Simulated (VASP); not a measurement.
# Rh (Fm-3m) in VASP: single point with PBE

Aim: the single point of Rh with PBE.

Everything below comes from runs of VASP 6.6.1. Logs are shortened: lines on timing, memory, paths and dates and some standing lists are left out, and cuts for length are marked.

### Step 1. The cell of the first run

It takes space group Fm-3m (No. 225, cubic). Conventional cell: a = 3.676 Å, b = 3.676 Å, c = 3.676 Å, α = 90.00°, β = 90.00°, γ = 90.00°. Within 3.4 Å of Rh (site symmetry m-3m) lie 12 Rh at 2.60 Å.

### Step 2. Single point, PBE, collinear spin, zero start

Input file INCAR:

```
  PREC = Accurate
  ENCUT = 500
  EDIFF = 1E-6
  ISMEAR = -1
  SIGMA = 0.1
  LREAL = False
  LASPH = True
  NELM = 200
  ALGO = Normal
  ISIF = 2
  LWAVE = False
  LCHARG = False
  ISPIN = 2
  MAGMOM = 0
  LORBIT = 11
  LMAXMIX = 4
  GGA = PE
  NBANDS = 18
  GGA_COMPAT = False
```

Input file KPOINTS:

```
Automatic mesh
0
Gamma
  8 8 8
```

Input file POSCAR:

```
Rh
1.0
    0.0000000000      1.8380000000      1.8380000000
    1.8380000000      0.0000000000      1.8380000000
    1.8380000000      1.8380000000      0.0000000000
Rh
1
Direct
    0.0000000000      0.0000000000      0.0000000000
```

Potentials or basis: VASP PAW PBE potentials, release 64 (Rh_pv).

Command:

```
> cat potpaw_PBE.64/Rh_pv/POTCAR > POTCAR
> mpirun -np 1 vasp_std > vasp.out
```

OUTCAR:

```text
PREC = Accurate
   ENCUT = 500
   EDIFF = 1E-6
   ISMEAR = -1
   LREAL = False
   LASPH = True
   NELM = 200
   ISIF = 2
   ISPIN = 2
   LORBIT = 11
   GGA = PE

 ion  position               nearest neighbor table
   1  0.000  0.000  0.000-

  LATTYP: Found a face centered cubic cell.
 ALAT       =     3.6760000000

  Lattice vectors:

 A1 = (   0.0000000000,   1.8380000000,   1.8380000000)
 A2 = (   1.8380000000,   0.0000000000,   1.8380000000)
 A3 = (   1.8380000000,   1.8380000000,   0.0000000000)

Analysis of symmetry for initial positions (statically):
=====================================================================
 Subroutine PRICEL returns:
 Original cell was already a primitive cell.

 Routine SETGRP: Setting up the symmetry group for a
 face centered cubic supercell.

 Subroutine GETGRP returns: Found 48 space group operations
 (whereof 48 operations were pure point group operations)
 out of a pool of 48 trial point group operations.

The static configuration has the point symmetry O_h .

Analysis of symmetry for dynamics (positions and initial velocities):
=====================================================================
 Subroutine PRICEL returns:
 Original cell was already a primitive cell.

 Routine SETGRP: Setting up the symmetry group for a
 face centered cubic supercell.

 Subroutine GETGRP returns: Found 48 space group operations
 (whereof 48 operations were pure point group operations)
 out of a pool of 48 trial point group operations.

The dynamic configuration has the point symmetry O_h .

Analysis of structural, dynamic, and magnetic symmetry:
=====================================================================
 Subroutine PRICEL returns:
 Original cell was already a primitive cell.

 Routine SETGRP: Setting up the symmetry group for a
 face centered cubic supercell.

 Subroutine GETGRP returns: Found 48 space group operations
 (whereof 48 operations were pure point group operations)
 out of a pool of 48 trial point group operations.

The overall configuration has the point symmetry O_h .

 Subroutine INISYM returns: Found 48 space group operations
 (whereof 48 operations are pure point group operations),
 and found     1 'primitive' translations

----------------------------------------------------------------------------------------

                                     Primitive cell

  volume of cell :      12.4184

  direct lattice vectors                    reciprocal lattice vectors
     0.000000000  1.838000000  1.838000000    -0.272034820  0.272034820  0.272034820
     1.838000000  0.000000000  1.838000000     0.272034820 -0.272034820  0.272034820
     1.838000000  1.838000000  0.000000000     0.272034820  0.272034820 -0.272034820

  length of vectors
     2.599324528  2.599324528  2.599324528     0.471178130  0.471178130  0.471178130

  position of ions in fractional coordinates (direct lattice)
     0.000000000  0.000000000  0.000000000

  ion indices of the primitive-cell ions
   primitive index   ion index
                 1           1

----------------------------------------------------------------------------------------

 KPOINTS: Automatic mesh

Automatic generation of k-mesh.
 Grid dimensions read from file:
 generate k-points for:    8    8    8

 Generating k-lattice:

  Cartesian coordinates                     Fractional coordinates (reciprocal lattice)
    -0.034004353  0.034004353  0.034004353     0.125000000  0.000000000  0.000000000
     0.034004353 -0.034004353  0.034004353     0.000000000  0.125000000  0.000000000
     0.034004353  0.034004353 -0.034004353     0.000000000  0.000000000  0.125000000

  Length of vectors
     0.058897266  0.058897266  0.058897266

  Shift w.r.t. Gamma in fractional coordinates (k-lattice)
     0.000000000  0.000000000  0.000000000

 Subroutine IBZKPT returns following result:
 ===========================================

 Found     29 irreducible k-points:

 Following reciprocal coordinates:
            Coordinates               Weight
  0.000000  0.000000  0.000000      1.000000
  0.125000  0.000000  0.000000      8.000000
  0.250000  0.000000  0.000000      8.000000
  0.375000  0.000000  0.000000      8.000000
  0.500000  0.000000  0.000000      4.000000
  0.125000  0.125000  0.000000      6.000000
[... 16 lines left out ...]
  0.500000  0.250000  0.125000     48.000000
 -0.375000  0.250000  0.125000     24.000000
 [... further k-points ...]
   k-points           NKPTS =     29   k-points in BZ     NKDIM =     29   number of bands    NBANDS=     18
   number of dos      NEDOS =    301   number of ions     NIONS =      1
   total plane-waves  NPLWV =   8000
   dimension x,y,z NGX =    20 NGY =   20 NGZ =   20
   dimension x,y,z NGXF=    40 NGYF=   40 NGZF=   40
   ions per type =               1
   NGX,Y,Z   is equivalent  to a cutoff of  12.79, 12.79, 12.79 a.u.
   NGXF,Y,Z  is equivalent  to a cutoff of  25.58, 25.58, 25.58 a.u.
 SYSTEM =  unknown system
   PREC   = accura    normal or accurate (medium, high low for compatibility)
   ISTART =      0    job   : 0-new  1-cont  2-samecut
   ICHARG =      2    charge: 1-file 2-atom 10-const
   ISPIN  =      2    spin polarized calculation?
   LNONCOLLINEAR =      F non collinear calculations
   LSORBIT =      F    spin-orbit coupling
   LASPH  =      T    aspherical Exc in radial PAW
   ENCUT  =  500.0 eV  36.75 Ry    6.06 a.u.   4.74  4.74  4.74*2*pi/ulx,y,z
   NELM   =    200;   NELMIN=  2; NELMDL= -5     # of ELM steps
   EDIFF  = 0.1E-05   stopping-criterion for ELM
   LREAL  =      F    real-space projection
   EDIFFG = 0.1E-04   stopping-criterion for IOM
   NSW    =      0    number of steps for IOM
   IBRION =     -1    ionic relax: 0-MD 1-quasi-New 2-CG
   NFREE  =      0    steps in history (QN), initial steepest desc. (CG)
   ISIF   =      2    stress and relaxation
   ISYM   =      2    0-nonsym 1-usesym 2-fastsym
   POTIM  = 0.5000    time-step for ionic-motion
   TEBEG  =    0.0;   TEEND  =   0.0 temperature during run
   PSTRESS=    0.0 pullay stress
   NELECT =      15.0000    total number of electrons
   NUPDOWN=      -1.0000    fix difference up-down
   EMIN   =  10.00;   EMAX   =-10.00  energy-range for DOS
   EFERMI =   0.00;   METHOD = LEGACY
   ISMEAR =    -1;   SIGMA  =   0.10  broadening in eV -4-tet -1-fermi 0-gaus
   EFERMI_NEDOS =   21; number of points for ismear=-14 and -15
   IALGO  =     38    algorithm
   IMIX   =      4    mixing-type and parameters
     AMIX     =   0.40;   BMIX     =  1.00
     AMIX_MAG =   1.60;   BMIX_MAG =  1.00
  volume/ion in A,a.u.               =      12.42        83.80
  Fermi-wavevector in a.u.,A,eV,Ry     =   1.743478  3.294695 41.357829  3.039715
  Thomas-Fermi vector in A             =   2.815543
   LORBIT       =     11    0 simple, 1 ext, 2 COOP (PROOUT), +10 PAW based schemes
   GGA     = PE    functional components
   LHFCALC =     F    Hartree Fock is set to
   AEXX    =    0.0000 exact exchange contribution
   IVDW    =     0    specifies the selected vdW correction
   LEPSILON=     F    determine dielectric tensor
   LRPA    =     F    only Hartree local field effects (RPA)
 spin polarized calculation
  energy-cutoff  :      500.00
  volume of cell :       12.42
 maximum number of plane-waves:       332
   NGX =  9   NGY =  9   NGZ =  9

 number of electron      14.9999998 magnetization      -0.0000016

 number of electron      14.9999998 magnetization       0.0000011

 Free energy of the ion-electron system (eV)
  ---------------------------------------------------
  ext. energy  EPLUGINS =         0.00000000
  ---------------------------------------------------
  free energy    TOTEN  =        -7.04900578 eV

  energy without entropy =       -6.99960778  energy(sigma->0) =       -7.02430678

 E-fermi :  13.9257     XC(G=0): -14.6928

 val. band max:       13.8861998970   @ k =  -0.3750   0.2500   0.0000
 cond. band min:      13.9973551469   @ k =   0.3750   0.0000   0.0000
 fundamental gap:      0.1111552499
 Fermi energy:        13.9256727590

 spin component 1

 k-point     1 :       0.0000    0.0000    0.0000
  band No.  band energies     occupation
      1     -32.6419      1.00000
      2     -32.6419      1.00000
      3     -32.6419      1.00000
      4       5.1512      1.00000
      5      10.2942      1.00000
      6      10.2942      1.00000
[... 10 lines left out ...]
     17      48.8049      0.00000
     18      48.8049      0.00000

 k-point     2 :       0.1250    0.0000    0.0000
  band No.  band energies     occupation
      1     -32.8002      1.00000
      2     -32.6627      1.00000
      3     -32.6627      1.00000
      4       5.8134      1.00000
      5      10.0173      1.00000
      6      10.5428      1.00000
[... 10 lines left out ...]
     17      46.6147      0.00000
     18      46.9706      0.00000
[... 442 lines left out ...]
 k-point    24 :      -0.3750    0.2500    0.1250
  band No.  band energies     occupation
      1     -33.5391      1.00000
      2     -33.0565      1.00000
      3     -32.8699      1.00000
      4       8.1331      1.00000
      5       9.0207      1.00000
      6      10.8166      1.00000
[... 10 lines left out ...]
     17      51.6674      0.00000
     18      51.7122      0.00000

 [... further k-points ...]

 spin component 2

 k-point     1 :       0.0000    0.0000    0.0000
  band No.  band energies     occupation
      1     -32.6419      1.00000
      2     -32.6419      1.00000
      3     -32.6419      1.00000
      4       5.1512      1.00000
      5      10.2942      1.00000
      6      10.2942      1.00000
[... 10 lines left out ...]
     17      48.8049      0.00000
     18      48.8049      0.00000

 k-point     2 :       0.1250    0.0000    0.0000
  band No.  band energies     occupation
      1     -32.8002      1.00000
      2     -32.6627      1.00000
      3     -32.6627      1.00000
      4       5.8134      1.00000
      5      10.0173      1.00000
      6      10.5428      1.00000
[... 10 lines left out ...]
     17      46.6147      0.00000
     18      46.9706      0.00000
[... 442 lines left out ...]
 k-point    24 :      -0.3750    0.2500    0.1250
  band No.  band energies     occupation
      1     -33.5391      1.00000
      2     -33.0565      1.00000
      3     -32.8699      1.00000
      4       8.1331      1.00000
      5       9.0207      1.00000
      6      10.8166      1.00000
[... 10 lines left out ...]
     17      51.6674      0.00000
     18      51.7122      0.00000

 [... further k-points ...]
[... 5 lines left out ...]
  --------------------------------------------------------------------------------------
  -------------------------------------------------------------------------------------
  Total        3.4854433      3.4854433      3.4854433      0.0000000      0.0000000     -0.0000000
  in kB      449.6784649    449.6784649    449.6784649      0.0000000      0.0000000     -0.0000000
  external PRESSURE =     449.6784649 kB  Pullay stress =       0.0000000 kB

 VOLUME and BASIS-vectors are now :
 -----------------------------------------------------------------------------
  energy-cutoff  :      500.00
  volume of cell :       12.42
      direct lattice vectors                 reciprocal lattice vectors
     0.000000000  1.838000000  1.838000000    -0.272034820  0.272034820  0.272034820
     1.838000000  0.000000000  1.838000000     0.272034820 -0.272034820  0.272034820
     1.838000000  1.838000000  0.000000000     0.272034820  0.272034820 -0.272034820

 POSITION                                       TOTAL-FORCE (eV/Angst)
 -----------------------------------------------------------------------------------
      0.00000      0.00000      0.00000         0.000000      0.000000      0.000000
 -----------------------------------------------------------------------------------
    total drift:                                0.000000     -0.000000     -0.000000

  FREE ENERGIE OF THE ION-ELECTRON SYSTEM (eV)
  ---------------------------------------------------
  free  energy   TOTEN  =        -7.0490057761 eV

  energy  without entropy=       -6.9996077813  energy(sigma->0) =       -7.02430678

 total charge

# of ion       s       p       d       tot
------------------------------------------
    1        0.455   6.367   7.183  14.006

 magnetization (x)

# of ion       s       p       d       tot
------------------------------------------
    1        0.000   0.000  -0.000  -0.000
```

It took 9.2 s on 1 thread of Intel Xeon 6975P-C, shared host; peak memory 0.14 GiB.

Results:

```yaml
Free_energy: -7.0490 eV
Pressure: 45.0 GPa
Net_moment: 0.00 μB per cell
Valence_electrons_inside_the_program's_atomic_spheres: Rh 14.01
```

Levels at points of the mesh, in eV from the Fermi level:
Spin up:
| k point | band 4 | band 5 | band 6 | band 7 | band 8 | band 9 | band 10 | band 11 |
| --- | --- | --- | --- | --- | --- | --- | --- | --- |
| (0.00, 0.00, 0.00) | -8.77 | -3.63 | -3.63 | -3.63 | -1.17 | -1.17 | 15.81 | 20.27 |
| (0.50, 0.00, 0.00) | -7.06 | -3.73 | -3.73 | 0.59 | 0.67 | 0.67 | 9.73 | 15.36 |
| (0.50, 0.50, 0.00) | -7.38 | -6.97 | 0.64 | 1.17 | 1.17 | 3.38 | 13.62 | 13.89 |
Spin down:
```tsv
k point	band 4	band 5	band 6	band 7	band 8	band 9	band 10	band 11
(0.00, 0.00, 0.00)	-8.77	-3.63	-3.63	-3.63	-1.17	-1.17	15.81	20.27
(0.50, 0.00, 0.00)	-7.06	-3.73	-3.73	0.59	0.67	0.67	9.73	15.36
(0.50, 0.50, 0.00)	-7.38	-6.97	0.64	1.17	1.17	3.38	13.62	13.89
```

Caveat: the k points lie up to 0.37 Å⁻¹ apart.
